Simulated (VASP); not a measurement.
# GaN (Pmmm) in VASP: a series of runs

Runs on GaN. Level: PBE. Tasks: single point, relaxation of cell and atoms.

Program: VASP 6.6.1. These are calculated values, not measurements. Logs are shortened: lines on timing, memory, paths and dates and some standing lists are left out, and cuts for length are marked.

### 1 The cell of the first run

Symmetry: Pmmm, No. 47, orthorhombic system. Conventional cell: a = 2.994 Å, b = 3.208 Å, c = 7.589 Å, α = 90.00°, β = 90.00°, γ = 90.00°. Within 2.6 Å of Ga (site symmetry mm2) lie 4 N at 1.97 to 1.99 Å. Within 2.7 Å of Ga (site symmetry mmm) lie 4 N at 2.02 Å. N (site symmetry mm2) has 4 Ga at 1.97 to 2.02 Å within 2.6 Å. N (site symmetry mmm) has 4 Ga at 1.99 Å within 2.6 Å.

### 2 Single point, PBE

The input, INCAR:

```
PREC = Accurate
ENCUT = 520
EDIFF = 1E-7
ISMEAR = 0
SIGMA = 0.1
LREAL = False
LASPH = True
NELM = 80
ALGO = Normal
ISIF = 2
LWAVE = False
LCHARG = False
GGA = PE
NBANDS = 36
```

The input, KPOINTS:

```
Automatic mesh
0
Gamma
  6 6 4
```

The input, POSCAR:

```
GaN
1.0
    2.9937912642      0.0000000000      0.0000000000
    0.0000000000      3.2084727220      0.0000000000
    0.0000000000      0.0000000000      7.5885551312
Ga N
3 3
Direct
    0.5000000000      0.5000000000      0.1722212973
    0.5000000000      0.5000000000      0.8277787027
    0.0000000000      0.0000000000      0.5000000000
    0.5000000000      0.0000000000      0.3218882176
    0.0000000000      0.5000000000      0.0000000000
    0.5000000000      0.0000000000      0.6781117824
```

Potentials or basis: VASP PAW PBE potentials, release 64 (Ga_d, N).

Launch:

```bash
$ cat potpaw_PBE.64/Ga_d/POTCAR potpaw_PBE.64/N/POTCAR > POTCAR
$ mpirun -np 1 vasp_std > vasp.out
```

OUTCAR:

```text
PREC = Accurate
   ENCUT = 520
   EDIFF = 1E-7
   ISMEAR = 0
   LREAL = False
   LASPH = True
   NELM = 80
   ISIF = 2
   GGA = PE

 ion  position               nearest neighbor table
   1  0.500  0.500  0.172-   4 1.97   4 1.97   5 1.99   5 1.99   2 2.61
   2  0.500  0.500  0.828-   6 1.97   6 1.97   5 1.99   5 1.99   1 2.61
   3  0.000  0.000  0.500-   4 2.02   6 2.02   4 2.02   6 2.02
   4  0.500  0.000  0.322-   1 1.97   1 1.97   3 2.02   3 2.02
   5  0.000  0.500  0.000-   1 1.99   2 1.99   1 1.99   2 1.99
   6  0.500  0.000  0.678-   2 1.97   2 1.97   3 2.02   3 2.02

  LATTYP: Found a simple orthorhombic cell.
 ALAT       =     2.9937912642
 B/A-ratio  =     1.0717088931
 C/A-ratio  =     2.5347642710

  Lattice vectors:

 A1 = (   2.9937912642,   0.0000000000,   0.0000000000)
 A2 = (   0.0000000000,   3.2084727220,   0.0000000000)
 A3 = (   0.0000000000,   0.0000000000,   7.5885551312)

Analysis of symmetry for initial positions (statically):
=====================================================================
 Subroutine PRICEL returns:
 Original cell was already a primitive cell.

 Routine SETGRP: Setting up the symmetry group for a
 simple orthorhombic supercell.

 Subroutine GETGRP returns: Found  8 space group operations
 (whereof  8 operations were pure point group operations)
 out of a pool of  8 trial point group operations.

The static configuration has the point symmetry D_2h.

Analysis of symmetry for dynamics (positions and initial velocities):
=====================================================================
 Subroutine PRICEL returns:
 Original cell was already a primitive cell.

 Routine SETGRP: Setting up the symmetry group for a
 simple orthorhombic supercell.

 Subroutine GETGRP returns: Found  8 space group operations
 (whereof  8 operations were pure point group operations)
 out of a pool of  8 trial point group operations.

The dynamic configuration has the point symmetry D_2h.

 Subroutine INISYM returns: Found  8 space group operations
 (whereof  8 operations are pure point group operations),
 and found     1 'primitive' translations

----------------------------------------------------------------------------------------

                                     Primitive cell

  volume of cell :      72.8918

[... 92 lines left out ...]
   LSORBIT =      F    spin-orbit coupling
   LASPH  =      T    aspherical Exc in radial PAW
   ENCUT  =  520.0 eV  38.22 Ry    6.18 a.u.   5.57  5.97 14.11*2*pi/ulx,y,z
   NELM   =     80;   NELMIN=  2; NELMDL= -5     # of ELM steps
   EDIFF  = 0.1E-06   stopping-criterion for ELM
   LREAL  =      F    real-space projection
   EDIFFG = 0.1E-05   stopping-criterion for IOM
   NSW    =      0    number of steps for IOM
   IBRION =     -1    ionic relax: 0-MD 1-quasi-New 2-CG
   NFREE  =      0    steps in history (QN), initial steepest desc. (CG)
   ISIF   =      2    stress and relaxation
   ISYM   =      2    0-nonsym 1-usesym 2-fastsym
   POTIM  = 0.5000    time-step for ionic-motion
   TEBEG  =    0.0;   TEEND  =   0.0 temperature during run
   PSTRESS=    0.0 pullay stress
   NELECT =      54.0000    total number of electrons
   NUPDOWN=      -1.0000    fix difference up-down
   EMIN   =  10.00;   EMAX   =-10.00  energy-range for DOS
   EFERMI =   0.00;   METHOD = LEGACY
   ISMEAR =     0;   SIGMA  =   0.10  broadening in eV -4-tet -1-fermi 0-gaus
   EFERMI_NEDOS =   21; number of points for ismear=-14 and -15
   IALGO  =     38    algorithm
   IMIX   =      4    mixing-type and parameters
     AMIX     =   0.40;   BMIX     =  1.00
     AMIX_MAG =   1.60;   BMIX_MAG =  1.00
  volume/ion in A,a.u.               =      12.15        81.98
  Fermi-wavevector in a.u.,A,eV,Ry     =   1.481312  2.799273 29.855048  2.194284
  Thomas-Fermi vector in A             =   2.595238
   LORBIT       =      0    0 simple, 1 ext, 2 COOP (PROOUT), +10 PAW based schemes
   GGA     = PE    functional components
   LHFCALC =     F    Hartree Fock is set to
   AEXX    =    0.0000 exact exchange contribution
   IVDW    =     0    specifies the selected vdW correction
   LEPSILON=     F    determine dielectric tensor
   LRPA    =     F    only Hartree local field effects (RPA)
 non-spin polarized calculation
 Gauss-broadening in eV      SIGMA  =   0.10
  energy-cutoff  :      520.00
  volume of cell :       72.89
 maximum number of plane-waves:      1992
 NGX is ok and might be reduce to    24
   NGX = 11   NGY = 11   NGZ = 29

 number of electron      54.0000006 magnetization

 Free energy of the ion-electron system (eV)
  ---------------------------------------------------
  ext. energy  EPLUGINS =         0.00000000
  ---------------------------------------------------
  free energy    TOTEN  =       -33.57965497 eV

  energy without entropy =      -33.57488662  energy(sigma->0) =      -33.57727079

 E-fermi :   5.6669     XC(G=0): -11.3689

 val. band max:        5.6572614678   @ k =   0.3333   0.0000   0.5000
 cond. band min:       5.7516146951   @ k =   0.5000   0.0000   0.0000
 fundamental gap:      0.0943532273
 Fermi energy:         5.6668808346

 k-point     1 :       0.0000    0.0000    0.0000
  band No.  band energies     occupation
      1     -11.1151      2.00000
      2     -10.1895      2.00000
      3      -9.8890      2.00000
      4      -9.1807      2.00000
      5      -9.0920      2.00000
      6      -9.0141      2.00000
[... 925 lines left out ...]
     35      14.1198      0.00000
     36      15.0892      0.00000

 [... further k-points ...]
[... 5 lines left out ...]
  --------------------------------------------------------------------------------------
  -------------------------------------------------------------------------------------
  Total        0.2749372      0.0805023      0.1852922     -0.0000000      0.0000000      0.0000000
  in kB        6.0431750      1.7694568      4.0727586     -0.0000000      0.0000000      0.0000000
  external PRESSURE =       3.9617968 kB  Pullay stress =       0.0000000 kB

 VOLUME and BASIS-vectors are now :
 -----------------------------------------------------------------------------
  energy-cutoff  :      520.00
  volume of cell :       72.89
      direct lattice vectors                 reciprocal lattice vectors
     2.993791264  0.000000000  0.000000000     0.334024624  0.000000000  0.000000000
     0.000000000  3.208472722  0.000000000     0.000000000  0.311674771  0.000000000
     0.000000000  0.000000000  7.588555131     0.000000000  0.000000000  0.131777391

 POSITION                                       TOTAL-FORCE (eV/Angst)
 -----------------------------------------------------------------------------------
      1.49690      1.60424      1.30691         0.000000     -0.000000      0.017715
      1.49690      1.60424      6.28164         0.000000     -0.000000     -0.017715
      0.00000      0.00000      3.79428         0.000000     -0.000000      0.000000
      1.49690      0.00000      2.44267        -0.000000      0.000000     -0.016572
      0.00000      1.60424      0.00000         0.000000     -0.000000      0.000000
      1.49690      0.00000      5.14589         0.000000     -0.000000      0.016572
 -----------------------------------------------------------------------------------
    total drift:                                0.000000     -0.000000      0.000000

  FREE ENERGIE OF THE ION-ELECTRON SYSTEM (eV)
  ---------------------------------------------------
  free  energy   TOTEN  =       -33.5796549653 eV

  energy  without entropy=      -33.5748866176  energy(sigma->0) =      -33.57727079
```

stdout:

```text
POSCAR found type information on POSCAR GaN
 POSCAR found :  2 types and       6 ions
 scaLAPACK will be used
 LDA part: xc-table for (Slater+PW92), standard interpolation
 POSCAR, INCAR and KPOINTS ok, starting setup
 FFT: planning ... GRIDC
 FFT: planning ... GRID_SOFT
 FFT: planning ... GRID
 WAVECAR not read
 entering main loop
```

Wall time 56 s (1 thread of Intel Xeon 6975P-C (Granite Rapids), shared host); peak memory 0.24 GiB.

What came out:

```yaml
Free_energy: -33.5797 eV
Pressure: 0.4 GPa
Largest_force: 0.018 eV/Å
Band_gap_on_the_k_mesh: zero (band 27 reaches 5.75 eV, above the bottom of band 28 at 5.02 eV)
```

Forces in eV/Å, atoms in the order of the input:
```
Ga   0.000  0.000  0.018
Ga   0.000  0.000 -0.018
Ga   0.000  0.000  0.000
N    0.000  0.000 -0.017
N    0.000  0.000  0.000
N    0.000  0.000  0.017
```

### 3 Single point, PBE

This run uses another cell than the first one, of 9.75 Å³/atom, 0.802 times its volume.

The input, INCAR:

```
SYSTEM = GaN
PREC = Accurate
ENCUT = 520
EDIFF = 1E-7
ISMEAR = 0
SIGMA = 0.1
LREAL = .False.
LASPH = .True.
NELM = 100
ALGO = Normal
ISIF = 2
LWAVE = .False.
LCHARG = .False.
GGA = PE
NBANDS = 36
```

The input, KPOINTS:

```
regular mesh
0
Gamma
  6 6 4
  0 0 0
```

The input, POSCAR:

```
GaN
1.0
    2.7082774700      0.0000000000      0.0000000000
    0.0000000000      3.0570187300      0.0000000000
    0.0000000000      0.0000000000      7.0632873100
Ga N
3 3
Direct
    0.5000000000      0.5000000000      0.1780484600
    0.5000000000      0.5000000000      0.8219515400
    0.0000000000      0.0000000000      0.5000000000
    0.5000000000      0.0000000000      0.3219515400
    0.0000000000      0.5000000000      0.0000000000
    0.5000000000      0.0000000000      0.6780484600
```

Potentials or basis: VASP PAW PBE potentials, release 64 (Ga_d, N).

Launch:

```bash
$ cat potpaw_PBE.64/Ga_d/POTCAR potpaw_PBE.64/N/POTCAR > POTCAR
$ mpirun -np 1 vasp_std > vasp.out
```

Wall time 48 s (1 thread of Intel Xeon 6975P-C (Granite Rapids), shared host); peak memory 0.21 GiB.

Results (log left out):

```yaml
Free_energy: -31.1480 eV
Pressure: 59.1 GPa
Largest_force: 0.838 eV/Å
Band_gap_on_the_k_mesh: zero (band 27 reaches 8.19 eV, above the bottom of band 28 at 6.88 eV)
```

Forces in eV/Å, atoms in the order of the input:
```
Ga   0.000  0.000 -0.646
Ga   0.000  0.000  0.646
Ga   0.000  0.000  0.000
N    0.000  0.000 -0.838
N    0.000  0.000  0.000
N    0.000  0.000  0.838
```

Stress tensor (GPa, compression positive):
```
77.23  0.00  0.00
 0.00 33.67  0.00
 0.00  0.00 66.40
```

Levels at points of the mesh, in eV from the Fermi level:
```tsv
k point	band 25	band 26	band 27	band 28	band 29	band 30
(0.00, 0.00, 0.00)	-0.96	-0.77	-0.56	0.43	3.61	4.87
(0.50, 0.00, 0.00)	-2.25	-2.20	0.06	2.41	5.45	5.63
(0.00, 0.50, 0.00)	-1.84	-1.20	-0.04	0.54	5.94	7.12
(0.50, 0.50, 0.00)	-5.01	-2.16	-1.74	-1.25	5.05	5.07
(0.00, 0.00, 0.50)	-1.87	-0.39	0.02	1.36	2.63	5.37
(0.50, 0.00, 0.50)	-2.37	-0.94	0.06	3.31	4.16	5.57
(0.00, 0.50, 0.50)	-1.35	-1.20	-0.04	1.61	5.90	5.97
(0.50, 0.50, 0.50)	-5.20	-2.16	-2.05	-0.41	2.59	4.91
```

Caveat: the k points lie up to 0.39 Å⁻¹ apart.

### 4 Relaxation of cell and atoms, PBE

This run uses another cell than the first one, of 9.75 Å³/atom, 0.802 times its volume.

The input, INCAR:

```
ALGO = Normal
EDIFF = 1E-6
EDIFFG = -0.04
ENCUT = 600
GGA = PE
IBRION = 2
ISIF = 3
ISMEAR = 0
LASPH = True
LCHARG = False
LREAL = False
LWAVE = False
NELM = 60
NSW = 90
PREC = Accurate
SIGMA = 0.1
```

The input, KPOINTS:

```
k-points
0
Gamma
  6 6 4
```

POSCAR is that of step 3.

Potentials or basis: VASP PAW PBE potentials, release 64 (Ga_d, N).

Launch:

```bash
$ cat potpaw_PBE.64/Ga_d/POTCAR potpaw_PBE.64/N/POTCAR > POTCAR
$ mpirun -np 1 vasp_std > vasp.out
```

OUTCAR:

```text
EDIFF = 1E-6
   EDIFFG = -0.04
   ENCUT = 600
   GGA = PE
   IBRION = 2
   ISIF = 3
   ISMEAR = 0
   LASPH = True
   LREAL = False
   NELM = 60
   NSW = 90
   PREC = Accurate

 ion  position               nearest neighbor table
   1  0.500  0.500  0.178-   4 1.84   4 1.84   5 1.85   5 1.85   2 2.52
   2  0.500  0.500  0.822-   6 1.84   6 1.84   5 1.85   5 1.85   1 2.52
   3  0.000  0.000  0.500-   4 1.85   6 1.85   4 1.85   6 1.85
   4  0.500  0.000  0.322-   1 1.84   1 1.84   3 1.85   3 1.85
   5  0.000  0.500  0.000-   1 1.85   2 1.85   1 1.85   2 1.85
   6  0.500  0.000  0.678-   2 1.84   2 1.84   3 1.85   3 1.85

  LATTYP: Found a simple orthorhombic cell.
 ALAT       =     2.7082774700
 B/A-ratio  =     1.1287686597
 C/A-ratio  =     2.6080368013

  Lattice vectors:

 A1 = (   2.7082774700,   0.0000000000,   0.0000000000)
 A2 = (   0.0000000000,   3.0570187300,   0.0000000000)
 A3 = (   0.0000000000,   0.0000000000,   7.0632873100)

Analysis of symmetry for initial positions (statically):
=====================================================================
 Subroutine PRICEL returns:
 Original cell was already a primitive cell.

 Routine SETGRP: Setting up the symmetry group for a
 simple orthorhombic supercell.

 Subroutine GETGRP returns: Found  8 space group operations
 (whereof  8 operations were pure point group operations)
 out of a pool of  8 trial point group operations.

The static configuration has the point symmetry D_2h.

Analysis of symmetry for dynamics (positions and initial velocities):
=====================================================================
 Subroutine PRICEL returns:
 Original cell was already a primitive cell.

 Routine SETGRP: Setting up the symmetry group for a
 simple orthorhombic supercell.

 Subroutine GETGRP returns: Found  8 space group operations
 (whereof  8 operations were pure point group operations)
 out of a pool of  8 trial point group operations.

The dynamic configuration has the point symmetry D_2h.

 Subroutine INISYM returns: Found  8 space group operations
 (whereof  8 operations are pure point group operations),
 and found     1 'primitive' translations
[... 128 lines left out ...]
   GGA     = PE    functional components
   LHFCALC =     F    Hartree Fock is set to
   AEXX    =    0.0000 exact exchange contribution
   IVDW    =     0    specifies the selected vdW correction
   LEPSILON=     F    determine dielectric tensor
   LRPA    =     F    only Hartree local field effects (RPA)
 conjugate gradient relaxation of ions
 non-spin polarized calculation
 Gauss-broadening in eV      SIGMA  =   0.10
  energy-cutoff  :      600.00
  volume of cell :       58.48
 maximum number of plane-waves:      1980
 NGX is ok and might be reduce to    24
   NGX = 11   NGY = 13   NGZ = 29

--------------------------------------- Ionic step        1  -------------------------------------------

 number of electron      54.0000049 magnetization

 Free energy of the ion-electron system (eV)
  ---------------------------------------------------
  ext. energy  EPLUGINS =         0.00000000
  ---------------------------------------------------
  free energy    TOTEN  =       -31.15289695 eV

  energy without entropy =      -31.14407332  energy(sigma->0) =      -31.14848514

------------------------ aborting loop because EDIFF is reached ----------------------------------------

  FORCE on cell =-STRESS in cart. coord.  units (eV):
  Direction    XX          YY          ZZ          XY          YZ          ZX
  --------------------------------------------------------------------------------------
  -------------------------------------------------------------------------------------
  Total       28.1176099     12.2363634     24.1615004     -0.0000000      0.0000000      0.0000000
  in kB      770.3549102    335.2469371    661.9670224     -0.0000000      0.0000000      0.0000000
  external PRESSURE =     589.1896232 kB  Pullay stress =       0.0000000 kB
[... 27 lines left out ...]
--------------------------------------- Ionic step        2  -------------------------------------------

 number of electron      53.9999971 magnetization

 E-fermi :   3.5094     XC(G=0): -10.1409

 val. band max:        3.5008125817   @ k =   0.1667   0.0000   0.5000
 cond. band min:       3.5128802150   @ k =   0.0000   0.5000   0.2500
 fundamental gap:      0.0120676333
 Fermi energy:         3.5093806101

 k-point     1 :       0.0000    0.0000    0.0000
  band No.  band energies     occupation
      1     -12.0839      2.00000
      2     -11.6317      2.00000
      3     -11.6053      2.00000
      4     -11.5913      2.00000
      5     -11.5845      2.00000
      6     -11.4576      2.00000
[... 1030 lines left out ...]
--------------------------------------- Ionic step        7  -------------------------------------------

 number of electron      54.0000010 magnetization

 Free energy of the ion-electron system (eV)
  ---------------------------------------------------
  ext. energy  EPLUGINS =         0.00000000
  ---------------------------------------------------
  free energy    TOTEN  =       -33.57014771 eV

  energy without entropy =      -33.56539586  energy(sigma->0) =      -33.56777179

 E-fermi :   5.6389     XC(G=0): -11.3523

 val. band max:        5.6276833940   @ k =   0.3333   0.0000   0.5000
 cond. band min:       5.7233070107   @ k =   0.5000   0.0000   0.0000
 fundamental gap:      0.0956236167
 Fermi energy:         5.6388849249

 k-point     1 :       0.0000    0.0000    0.0000
  band No.  band energies     occupation
      1     -11.1233      2.00000
      2     -10.2074      2.00000
      3      -9.9052      2.00000
      4      -9.2108      2.00000
      5      -9.1239      2.00000
      6      -9.0473      2.00000
[... 864 lines left out ...]
  FREE ENERGIE OF THE ION-ELECTRON SYSTEM (eV)
  ---------------------------------------------------
  free  energy   TOTEN  =       -33.5701477131 eV

  energy  without entropy=      -33.5653958649  energy(sigma->0) =      -33.56777179

 reached required accuracy - stopping structural energy minimisation
```

It took 3.4 min on 1 thread of Intel Xeon 6975P-C (Granite Rapids), shared host; peak memory 0.24 GiB.

Results:

* Free energy: -33.5701 eV
* Relaxed volume: 12.19 Å³/atom
* Relaxed cell: a = 2.994 Å, b = 3.212 Å, c = 7.603 Å, α = 90.00°, β = 90.00°, γ = 90.00°
* Space group after relaxing (to 0.05 Å): Pmmm (No. 47)
* Energy gained by relaxing: 402.9 meV/atom
* Ionic steps: 7
* Pressure after relaxing: -0.1 GPa
* Largest force after relaxing: 0.014 eV/Å
* Band gap on the k mesh: zero (band 27 reaches 5.72 eV, above the bottom of band 28 at 5.00 eV)

Forces in eV/Å, atoms in the order of the input:
```
Ga   0.000  0.000  0.009
Ga   0.000  0.000 -0.009
Ga   0.000  0.000  0.000
N    0.000  0.000 -0.014
N    0.000  0.000  0.000
N    0.000  0.000  0.014
```

The path:
```
step  energy change (eV)  largest force (eV/Å)  pressure (GPa)  volume (Å³)
   1              0.0000                0.8371           58.92        58.48
   2             -0.2209                0.5803          -22.83        94.05
   3             -2.3553                0.8819           -1.35        73.46
   4             -2.3598                0.8885           -0.05        72.89
   5             -2.3602                0.8910            0.60        72.58
   6             -2.4070                0.4155           -0.27        73.35
   7             -2.4173                0.0141           -0.10        73.13
```

Final structure:
```yaml
crystal:
  lattice:
    - [2.99433, 0.00000, 0.00000]
    - [0.00000, 3.21217, 0.00000]
    - [0.00000, 0.00000, 7.60273]
  atoms:
    - { symbol: Ga, position: [0.50000, 0.50000, 0.17222] }
    - { symbol: Ga, position: [0.50000, 0.50000, 0.82778] }
    - { symbol: Ga, position: [0.00000, 0.00000, 0.50000] }
    - { symbol: N, position: [0.50000, 0.00000, 0.32191] }
    - { symbol: N, position: [0.00000, 0.50000, 0.00000] }
    - { symbol: N, position: [0.50000, 0.00000, 0.67809] }
```

Caveat: the k points lie up to 0.35 Å⁻¹ apart in the final cell; the volume moved by over 15 % at a fixed basis, so the end points are rough.

(Continued in part 2 of 2.)
